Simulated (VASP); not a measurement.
Here is a VASP 6.6.1 calculation.

File INCAR:

```
SYSTEM = MgS
PREC = Accurate
ENCUT = 520
EDIFF = 1E-6
ISMEAR = -1
SIGMA = 0.01
LREAL = .False.
LASPH = .True.
NELM = 80
ALGO = Normal
ISIF = 2
LWAVE = .False.
LCHARG = .False.
GGA = PE
NBANDS = 11
```

Contents of KPOINTS:

```
Automatic mesh
0
Gamma
  8 8 8
  0 0 0
```

Contents of POSCAR:

```
MgS
1.0
    0.0000000000      2.6016500000      2.5236005000
    2.6016500000      0.0000000000      2.5236005000
    2.6016500000      2.6016500000      0.0000000000
Mg S
1 1
Direct
    0.0000000000      0.0000000000      0.0000000000
    0.5000000000      0.5000000000      0.5000000000
```

Potentials or basis: VASP PAW PBE potentials, release 64 (Mg, S).

Launch:

```sh
$ cat potpaw_PBE.64/Mg/POTCAR potpaw_PBE.64/S/POTCAR > POTCAR
$ mpirun -np 1 vasp_std > vasp.out
```

Q: Predict the pressure.

A: 3.6 GPa.

Q: Predict the band gap on the k mesh.

A: 2.70 eV, indirect (least direct gap 3.91 eV).

Stress tensor (GPa, compression positive):
```
2.24 0.00 0.00
0.00 2.24 0.00
0.00 0.00 6.20
```

Caveat: the cell differs from its parent crystal (zz strain of -3 %). A k mesh can miss the band edges.
